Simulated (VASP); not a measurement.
# I (Fmmm) in VASP: a series of runs

Runs on I. Level: PBE. Tasks: single point.

Program: VASP 6.6.1. These are calculated values, not measurements. Logs are shortened: lines on timing, memory, paths and dates and some standing lists are left out, and cuts for length are marked.

**1. The cell of the first run**

The structure is orthorhombic, space group Fmmm (No. 69). Conventional cell: a = 4.295 Å, b = 4.635 Å, c = 7.660 Å, α = 90.00°, β = 90.00°, γ = 90.00°. Within 4.2 Å of I (site symmetry mmm) lie 4 I at 3.16 Å.

**2. Single point, PBE (volume scaled by 0.94)**

File INCAR:

```
SYSTEM = I
PREC     = Accurate       ! precision mode
ENCUT    = 520            ! plane-wave cutoff, eV
EDIFF    = 1E-7           ! SCF threshold, eV
ISMEAR   = -1             ! smearing method
SIGMA    = 0.05           ! smearing width, eV
LREAL    = .False.        ! projectors in reciprocal space
LASPH    = .True.         ! aspherical terms in the spheres
NELM     = 60             ! most SCF steps
ALGO     = Normal         ! electronic algorithm
ISIF     = 2              ! what is computed and relaxed
LWAVE    = .False.        ! write WAVECAR
LCHARG   = .False.        ! write CHGCAR
GGA      = PE             ! functional
NBANDS   = 10             ! bands
```

File KPOINTS:

```
Automatic mesh
0
Gamma
  9 9 9
  0 0 0
```

File POSCAR:

```
I
1.0
    0.0000000000      2.3173093325      3.8300250810
    2.1474932061      0.0000000000      3.8300250810
    2.1474932061      2.3173093325      0.0000000000
I
1
Direct
    0.0000000000      0.0000000000      0.0000000000
```

Potentials or basis: VASP PAW PBE potentials, release 64 (I).

The run is started by

```bash
$ cat potpaw_PBE.64/I/POTCAR > POTCAR
$ mpirun -np 1 vasp_std > vasp.out
```

OUTCAR:

```text
SYSTEM = I
   PREC = Accurate
   ENCUT = 520
   EDIFF = 1E-7
   ISMEAR = -1
   LREAL = .False.
   LASPH = .True.
   NELM = 60
   ISIF = 2
   GGA = PE

 ion  position               nearest neighbor table
   1  0.000  0.000  0.000-

  LATTYP: Found a face centered orthorhombic cell.
 ALAT       =     4.2949864122
 B/A-ratio  =     1.0790764441
 C/A-ratio  =     1.7834864716

  Lattice vectors:

 A1 = (   0.0000000000,   2.3173093325,   3.8300250810)
 A2 = (   2.1474932061,   0.0000000000,   3.8300250810)
 A3 = (   2.1474932061,   2.3173093325,   0.0000000000)

Analysis of symmetry for initial positions (statically):
=====================================================================
 Subroutine PRICEL returns:
 Original cell was already a primitive cell.

 Routine SETGRP: Setting up the symmetry group for a
 face centered orthorhombic supercell.

 Subroutine GETGRP returns: Found  8 space group operations
 (whereof  8 operations were pure point group operations)
 out of a pool of  8 trial point group operations.

The static configuration has the point symmetry D_2h.

Analysis of symmetry for dynamics (positions and initial velocities):
=====================================================================
 Subroutine PRICEL returns:
 Original cell was already a primitive cell.

 Routine SETGRP: Setting up the symmetry group for a
 face centered orthorhombic supercell.

 Subroutine GETGRP returns: Found  8 space group operations
 (whereof  8 operations were pure point group operations)
 out of a pool of  8 trial point group operations.

The dynamic configuration has the point symmetry D_2h.

 Subroutine INISYM returns: Found  8 space group operations
 (whereof  8 operations are pure point group operations),
 and found     1 'primitive' translations

----------------------------------------------------------------------------------------

                                     Primitive cell

  volume of cell :      38.1195

  direct lattice vectors                    reciprocal lattice vectors
     0.000000000  2.317309332  3.830025081    -0.232829607  0.215767482  0.130547448
     2.147493206  0.000000000  3.830025081     0.232829607 -0.215767482  0.130547448
     2.147493206  2.317309332  0.000000000     0.232829607  0.215767482 -0.130547448

  length of vectors
     4.476495802  4.390992962  3.159374877     0.343231509  0.343231509  0.343231509

  position of ions in fractional coordinates (direct lattice)
     0.000000000  0.000000000  0.000000000

  ion indices of the primitive-cell ions
   primitive index   ion index
                 1           1

----------------------------------------------------------------------------------------

 KPOINTS: Automatic mesh

Automatic generation of k-mesh.
 Grid dimensions read from file:
 generate k-points for:    9    9    9

 Generating k-lattice:

  Cartesian coordinates                     Fractional coordinates (reciprocal lattice)
    -0.025869956  0.023974165  0.014505272     0.111111111 -0.000000000  0.000000000
     0.025869956 -0.023974165  0.014505272    -0.000000000  0.111111111  0.000000000
     0.025869956  0.023974165 -0.014505272     0.000000000  0.000000000  0.111111111

  Length of vectors
     0.038136834  0.038136834  0.038136834

  Shift w.r.t. Gamma in fractional coordinates (k-lattice)
     0.000000000  0.000000000  0.000000000

 Subroutine IBZKPT returns following result:
 ===========================================

 Found    125 irreducible k-points:

 Following reciprocal coordinates:
            Coordinates               Weight
  0.000000  0.000000  0.000000      1.000000
  0.111111  0.000000  0.000000      8.000000
  0.222222 -0.000000  0.000000      8.000000
  0.333333 -0.000000 -0.000000      8.000000
  0.444444 -0.000000  0.000000      8.000000
  0.111111  0.111111  0.000000      2.000000
[... 16 lines left out ...]
 -0.333333  0.333333  0.000000      4.000000
  0.444444  0.444444  0.000000      2.000000
 [... further k-points ...]
   k-points           NKPTS =    125   k-points in BZ     NKDIM =    125   number of bands    NBANDS=     10
   number of dos      NEDOS =    301   number of ions     NIONS =      1
   total plane-waves  NPLWV =  31104
   dimension x,y,z NGX =    36 NGY =   36 NGZ =   24
   dimension x,y,z NGXF=    72 NGYF=   72 NGZF=   48
   ions per type =               1
   NGX,Y,Z   is equivalent  to a cutoff of  13.37, 13.63, 12.63 a.u.
   NGXF,Y,Z  is equivalent  to a cutoff of  26.74, 27.26, 25.26 a.u.
 SYSTEM =  I
   PREC   = accura    normal or accurate (medium, high low for compatibility)
   ISTART =      0    job   : 0-new  1-cont  2-samecut
   ICHARG =      2    charge: 1-file 2-atom 10-const
   ISPIN  =      1    spin polarized calculation?
   LNONCOLLINEAR =      F non collinear calculations
   LSORBIT =      F    spin-orbit coupling
   LASPH  =      T    aspherical Exc in radial PAW
   ENCUT  =  520.0 eV  38.22 Ry    6.18 a.u.   8.32  8.16  5.87*2*pi/ulx,y,z
   NELM   =     60;   NELMIN=  2; NELMDL= -5     # of ELM steps
   EDIFF  = 0.1E-06   stopping-criterion for ELM
   LREAL  =      F    real-space projection
   EDIFFG = 0.1E-05   stopping-criterion for IOM
   NSW    =      0    number of steps for IOM
   IBRION =     -1    ionic relax: 0-MD 1-quasi-New 2-CG
   NFREE  =      0    steps in history (QN), initial steepest desc. (CG)
   ISIF   =      2    stress and relaxation
   ISYM   =      2    0-nonsym 1-usesym 2-fastsym
   POTIM  = 0.5000    time-step for ionic-motion
   TEBEG  =    0.0;   TEEND  =   0.0 temperature during run
   PSTRESS=    0.0 pullay stress
   NELECT =       7.0000    total number of electrons
   NUPDOWN=      -1.0000    fix difference up-down
   EMIN   =  10.00;   EMAX   =-10.00  energy-range for DOS
   EFERMI =   0.00;   METHOD = LEGACY
   ISMEAR =    -1;   SIGMA  =   0.05  broadening in eV -4-tet -1-fermi 0-gaus
   EFERMI_NEDOS =   21; number of points for ismear=-14 and -15
   IALGO  =     38    algorithm
   IMIX   =      4    mixing-type and parameters
     AMIX     =   0.40;   BMIX     =  1.00
     AMIX_MAG =   1.60;   BMIX_MAG =  1.00
  volume/ion in A,a.u.               =      38.12       257.24
  Fermi-wavevector in a.u.,A,eV,Ry     =   0.930519  1.758425 11.780806  0.865865
  Thomas-Fermi vector in A             =   2.056915
   LORBIT       =      0    0 simple, 1 ext, 2 COOP (PROOUT), +10 PAW based schemes
   GGA     = PE    functional components
   LHFCALC =     F    Hartree Fock is set to
   AEXX    =    0.0000 exact exchange contribution
   IVDW    =     0    specifies the selected vdW correction
   LEPSILON=     F    determine dielectric tensor
   LRPA    =     F    only Hartree local field effects (RPA)
 non-spin polarized calculation
  energy-cutoff  :      520.00
  volume of cell :       38.12
 maximum number of plane-waves:      1042
 NGX is ok and might be reduce to    36
   NGX = 17   NGY = 17   NGZ = 11

 number of electron       7.0000000 magnetization

 Free energy of the ion-electron system (eV)
  ---------------------------------------------------
  ext. energy  EPLUGINS =         0.00000000
  ---------------------------------------------------
  free energy    TOTEN  =        -1.37145945 eV

  energy without entropy =       -1.36719122  energy(sigma->0) =       -1.36932534

 E-fermi :   4.2579     XC(G=0):  -8.5320

 val. band max:        4.2503436208   @ k =  -0.2222   0.0000   0.1111
 cond. band min:       4.2956097468   @ k =  -0.1111   0.1111   0.1111
 fundamental gap:      0.0452661260
 Fermi energy:         4.2578853917

 k-point     1 :       0.0000    0.0000    0.0000
  band No.  band energies     occupation
      1     -10.0517      2.00000
      2       2.1082      2.00000
      3       5.1235      0.00000
      4       5.4175      0.00000
      5       8.6267      0.00000
      6      11.6302      0.00000
      7      12.6061      0.00000
      8      16.4421      0.00000
      9      16.6912      0.00000
     10      16.7659      0.00000

 k-point     2 :       0.1111    0.0000    0.0000
  band No.  band energies     occupation
      1      -9.9061      2.00000
      2       2.1008      2.00000
      3       4.0438      1.97272
      4       5.3735      0.00000
      5       8.9989      0.00000
      6      12.0943      0.00000
      7      13.6754      0.00000
      8      14.1628      0.00000
      9      16.7474      0.00000
     10      17.3787      0.00000

 k-point     3 :       0.2222   -0.0000    0.0000
  band No.  band energies     occupation
      1      -9.4964      2.00000
      2       1.7771      2.00000
      3       2.2380      2.00000
      4       5.6080      0.00000
      5       9.7601      0.00000
      6      12.2294      0.00000
      7      12.5344      0.00000
      8      16.5012      0.00000
      9      17.1952      0.00000
     10      17.9437      0.00000

 k-point     4 :       0.3333   -0.0000   -0.0000
  band No.  band energies     occupation
      1      -8.9288      2.00000
      2      -0.0776      2.00000
      3       2.2339      2.00000
      4       5.9147      0.00000
      5       9.5244      0.00000
      6      12.5596      0.00000
      7      13.0155      0.00000
      8      16.4165      0.00000
      9      17.9755      0.00000
     10      18.6768      0.00000
[... 222 lines left out ...]
 k-point    22 :      -0.4444    0.3333    0.0000
  band No.  band energies     occupation
      1      -9.2694      2.00000
      2       0.3854      2.00000
      3       1.6720      2.00000
      4       5.4269      0.00000
      5      11.9297      0.00000
      6      13.0845      0.00000
      7      15.4524      0.00000
      8      17.6533      0.00000
      9      18.1491      0.00000
     10      18.5542      0.00000

 k-point    23 :      -0.3333    0.3333    0.0000
  band No.  band energies     occupation
      1      -8.7724      2.00000
      2      -0.1935      2.00000
      3       1.0234      2.00000
      4       5.7983      0.00000
      5      11.6062      0.00000
      6      12.5490      0.00000
      7      14.8062      0.00000
      8      16.7163      0.00000
      9      18.7244      0.00000
     10      19.1425      0.00000

 k-point    24 :       0.4444    0.4444    0.0000
  band No.  band energies     occupation
      1      -9.7654      2.00000
      2      -0.2088      2.00000
      3       4.8709      0.00001
      4       5.1862      0.00000
      5      11.0867      0.00000
      6      11.6232      0.00000
      7      14.9509      0.00000
      8      19.3947      0.00000
      9      19.4098      0.00000
     10      19.5927      0.00000

 [... further k-points ...]
[... 5 lines left out ...]
  --------------------------------------------------------------------------------------
  -------------------------------------------------------------------------------------
  Total        0.6778649      0.7276994      0.2620401      0.0000000      0.0000000      0.0000000
  in kB       28.4909088     30.5854723     11.0136415      0.0000000      0.0000000      0.0000000
  external PRESSURE =      23.3633409 kB  Pullay stress =       0.0000000 kB

 VOLUME and BASIS-vectors are now :
 -----------------------------------------------------------------------------
  energy-cutoff  :      520.00
  volume of cell :       38.12
      direct lattice vectors                 reciprocal lattice vectors
     0.000000000  2.317309332  3.830025081    -0.232829607  0.215767482  0.130547448
     2.147493206  0.000000000  3.830025081     0.232829607 -0.215767482  0.130547448
     2.147493206  2.317309332  0.000000000     0.232829607  0.215767482 -0.130547448

 POSITION                                       TOTAL-FORCE (eV/Angst)
 -----------------------------------------------------------------------------------
      0.00000      0.00000      0.00000         0.000000     -0.000000      0.000000
 -----------------------------------------------------------------------------------
    total drift:                                0.000000      0.000000      0.000000

  FREE ENERGIE OF THE ION-ELECTRON SYSTEM (eV)
  ---------------------------------------------------
  free  energy   TOTEN  =        -1.3714594512 eV

  energy  without entropy=       -1.3671912218  energy(sigma->0) =       -1.36932534
```

It took 15 s on 1 thread of Intel Xeon 6975P-C (Granite Rapids), shared host; peak memory 0.2 GiB.

Results:

| Item | Value |
| --- | --- |
| Free energy | -1.3715 eV |
| Pressure | 2.3 GPa |

Levels at points of the mesh, in eV from the Fermi level:
| k point | band 1 | band 2 | band 3 | band 4 | band 5 | band 6 | band 7 | band 8 | band 9 |
| --- | --- | --- | --- | --- | --- | --- | --- | --- | --- |
| (0.00, 0.00, 0.00) | -14.31 | -2.15 | 0.87 | 1.16 | 4.37 | 7.37 | 8.35 | 12.18 | 12.43 |

Caveat: spin-orbit coupling is left out, which moves the levels of the heavy elements; an odd number of electrons without spin polarisation forces a metal; a magnetic or distorted state may lie lower.

**3. Single point, PBE (volume scaled by 0.96)**

File INCAR:

```
ALGO     = Normal         # electronic algorithm
EDIFF    = 1E-6           # SCF threshold, eV
ENCUT    = 520            # plane-wave cutoff, eV
GGA      = PE             # functional
ISIF     = 2              # what is computed and relaxed
ISMEAR   = -1             # smearing method
LASPH    = True           # aspherical terms in the spheres
LCHARG   = False          # write CHGCAR
LREAL    = False          # projectors in reciprocal space
LWAVE    = False          # write WAVECAR
NBANDS   = 10             # bands
NELM     = 60             # most SCF steps
PREC     = Accurate       # precision mode
SIGMA    = 0.05           # smearing width, eV
```

File KPOINTS:

```
k-points
0
Gamma
  9 9 9
```

File POSCAR:

```
I
1.0
    0.0000000000      2.3336289500      3.8569979773
    2.1626168959      0.0000000000      3.8569979773
    2.1626168959      2.3336289500      0.0000000000
I
1
Direct
    0.0000000000      0.0000000000      0.0000000000
```

Potentials or basis: VASP PAW PBE potentials, release 64 (I).

The run is started by

```bash
$ cat potpaw_PBE.64/I/POTCAR > POTCAR
$ mpirun -np 1 vasp_std > vasp.out
```

OUTCAR:

```text
EDIFF = 1E-6
   ENCUT = 520
   GGA = PE
   ISIF = 2
   ISMEAR = -1
   LASPH = True
   LREAL = False
   NELM = 60
   PREC = Accurate

 ion  position               nearest neighbor table
   1  0.000  0.000  0.000-

  LATTYP: Found a face centered orthorhombic cell.
 ALAT       =     4.3252337918
 B/A-ratio  =     1.0790764441
 C/A-ratio  =     1.7834864717

  Lattice vectors:

 A1 = (   0.0000000000,   2.3336289500,   3.8569979773)
 A2 = (   2.1626168959,   0.0000000000,   3.8569979773)
 A3 = (   2.1626168959,   2.3336289500,   0.0000000000)

[... 482 lines left out ...]
      3       4.5886      0.00001
      4       4.8963      0.00000
      5      10.8710      0.00000
      6      11.3395      0.00000
      7      14.5722      0.00000
      8      19.0242      0.00000
      9      19.0423      0.00000
     10      19.2374      0.00000

 [... further k-points ...]
[... 5 lines left out ...]
  --------------------------------------------------------------------------------------
  -------------------------------------------------------------------------------------
  Total        0.4663251      0.4768999      0.2376637      0.0000000      0.0000000      0.0000000
  in kB       19.1914854     19.6266858      9.7809874      0.0000000      0.0000000      0.0000000
  external PRESSURE =      16.1997195 kB  Pullay stress =       0.0000000 kB

 VOLUME and BASIS-vectors are now :
 -----------------------------------------------------------------------------
  energy-cutoff  :      520.00
  volume of cell :       38.93
      direct lattice vectors                 reciprocal lattice vectors
     0.000000000  2.333628950  3.856997977    -0.231201375  0.214258569  0.129634499
     2.162616896  0.000000000  3.856997977     0.231201375 -0.214258569  0.129634499
     2.162616896  2.333628950  0.000000000     0.231201375  0.214258569 -0.129634499

 POSITION                                       TOTAL-FORCE (eV/Angst)
 -----------------------------------------------------------------------------------
      0.00000      0.00000      0.00000         0.000000      0.000000     -0.000000
 -----------------------------------------------------------------------------------
    total drift:                                0.000000      0.000000      0.000000

  FREE ENERGIE OF THE ION-ELECTRON SYSTEM (eV)
  ---------------------------------------------------
  free  energy   TOTEN  =        -1.3814565365 eV

  energy  without entropy=       -1.3769061393  energy(sigma->0) =       -1.37918134
```

stdout:

```text
POSCAR found type information on POSCAR I
 POSCAR found :  1 types and       1 ions
 scaLAPACK will be used
 LDA part: xc-table for (Slater+PW92), standard interpolation
 POSCAR, INCAR and KPOINTS ok, starting setup
 FFT: planning ... GRIDC
 FFT: planning ... GRID_SOFT
 FFT: planning ... GRID
 WAVECAR not read
 entering main loop
```

Run time: 14 s. Hardware: 1 thread of Intel Xeon 6975P-C (Granite Rapids), shared host; peak memory 0.2 GiB.

Results:

- Free energy: -1.3815 eV
- Pressure: 1.6 GPa

Caveat: spin-orbit coupling is left out, which moves the levels of the heavy elements; an odd number of electrons without spin polarisation forces a metal; a magnetic or distorted state may lie lower.

**4. Single point, PBE (volume scaled by 0.98)**

File INCAR:

```
PREC = Accurate
ENCUT = 520
EDIFF = 1E-6
ISMEAR = -1
SIGMA = 0.05
LREAL = False
LASPH = True
NELM = 100
ALGO = Normal
ISIF = 2
LWAVE = False
LCHARG = True
GGA = PE
LELF = True
LVHAR = True
NBANDS = 10
```

File KPOINTS:

```
Automatic mesh
0
Gamma
  9 9 9
```

File POSCAR:

```
I
1.0
    0.0000000000      2.3497234514      3.8835988039
    2.1775319666      0.0000000000      3.8835988039
    2.1775319666      2.3497234514      0.0000000000
I
1
Direct
    0.0000000000      0.0000000000      0.0000000000
```

The run is started by

```bash
$ cat potpaw_PBE.64/I/POTCAR > POTCAR
$ mpirun -np 1 vasp_std > vasp.out
```

It took 17 s on 1 thread of Intel Xeon 6975P-C (Granite Rapids), shared host; peak memory 0.2 GiB.

The run converged. Its results:

```yaml
Free_energy: -1.3881 eV
Pressure: 1.0 GPa
```

Stress tensor (GPa, compression positive):
```
1.10 0.00 0.00
0.00 1.00 0.00
0.00 0.00 0.88
```

Levels at points of the mesh, in eV from the Fermi level:
| k point | band 1 | band 2 | band 3 | band 4 | band 5 | band 6 | band 7 | band 8 | band 9 |
| --- | --- | --- | --- | --- | --- | --- | --- | --- | --- |
| (0.00, 0.00, 0.00) | -14.02 | -2.01 | 0.80 | 1.08 | 4.48 | 7.44 | 8.25 | 12.14 | 12.43 |

Caveat: spin-orbit coupling is left out, which moves the levels of the heavy elements; an odd number of electrons without spin polarisation forces a metal; a magnetic or distorted state may lie lower.

**5. Summary**

| cell | gap on the mesh (eV) | pressure (GPa) |
| --- | --- | --- |
| a = 4.476, b = 4.391, c = 3.159 Å, angles 70.6, 67.7, 41.7°, 1 atom | none | 2.3 |
| a = 4.508, b = 4.422, c = 3.182 Å, angles 70.6, 67.7, 41.7°, 1 atom | none | 1.6 |
| a = 4.539, b = 4.452, c = 3.204 Å, angles 70.6, 67.7, 41.7°, 1 atom | none | 1.0 |

Alike in all rows: task single point; level PBE; potentials or basis VASP PAW PBE potentials, release 64 (I); no spin polarisation; k mesh 9 × 9 × 9; cutoff (eV) 520; smearing fermi-dirac 0.05 eV.

Caveats: spin-orbit coupling is left out, which moves the levels of the heavy elements; an odd number of electrons without spin polarisation forces a metal; a magnetic or distorted state may lie lower.

Total energies depend on the potentials used, so only differences within one code and one set of settings carry meaning.
